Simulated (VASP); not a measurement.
Here is a VASP 6.6.1 calculation.

File INCAR:

```
SYSTEM = WS
  ALGO = Normal
  EDIFF = 1E-6
  ENCUT = 520
  GGA = PE
  ISIF = 2
  ISMEAR = -1
  LASPH = .TRUE.
  LCHARG = .FALSE.
  LREAL = .FALSE.
  LWAVE = .FALSE.
  NBANDS = 17
  NELM = 60
  PREC = Accurate
  SIGMA = 0.04
```

Contents of KPOINTS:

```
k-points
0
G
  5 5 5
  0 0 0
```

The input POSCAR:

```
WS
1.0
   -2.1564652700      2.1564652700      2.4747265300
    2.1564652700     -2.1564652700      2.4747265300
    2.1564652700      2.1564652700     -2.4747265300
W S
1 1
Direct
    0.5000000000      0.5000000000      0.0000000000
    0.0000000000      0.0000000000      0.0000000000
```

Potentials or basis: VASP PAW PBE potentials, release 64 (W_sv, S).

The run is started by

```console
$ cat potpaw_PBE.64/W_sv/POTCAR potpaw_PBE.64/S/POTCAR > POTCAR
$ mpirun -np 1 vasp_std > vasp.out
```

Problem. What does it give for the pressure?

Solution. -22.8 GPa.

Problem. Predict the band gap on the k mesh.

Solution. Zero (bands 10 and 11 overlap by 1.86 eV).

Stress tensor (GPa, compression positive):
```
-20.08   0.00   0.00
  0.00 -20.08   0.00
  0.00   0.00 -28.10
```

Caveat: the k points lie up to 0.39 Å⁻¹ apart, too coarse for converged energies and pressures of a metal; spin-orbit coupling is left out, which moves the levels of the heavy elements.
